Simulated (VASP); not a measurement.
Runs of VASP 6.6.1 on SrO. The structure is that of space group Fm-3m (No. 225), or close to it. The cells are those of the table. 

```csv
task,cell,k mesh,cutoff (eV),smearing,gap on the mesh (eV),pressure (GPa),relaxed volume (Å³/atom)
relaxation of cell and atoms,"relaxed from a = 3.649 Å, angles 60.0°, 2 atoms",8 × 8 × 8,600,gaussian 0.01 eV,3.75,0.0,(a)
single point,"a = 3.649 Å, angles 60.0°, 2 atoms",8 × 8 × 8,520,gaussian 0.01 eV,3.75,0.5,-
relaxation of cell and atoms,"relaxed from a = 3.650 Å, angles 60.0°, 2 atoms",6 × 6 × 6,600,gaussian 0.02 eV,3.75,0.0,17.25
single point,"a = 3.649 Å, angles 60.0°, 2 atoms",6 × 6 × 6,520,gaussian 0.02 eV,3.75,0.5,-
```

Alike in all rows: level r2SCAN; potentials or basis VASP PAW PBE potentials, release 64 (Sr_sv, O); no spin polarisation.

**Question.** Fill in the values left out.

**Answer.** (a) 17.26.

Caveats: the PAW data sets were made with another functional, which shifts forces and pressure a little.

A k mesh can miss the band edges, and the runs leave out spin-orbit coupling on Sr.
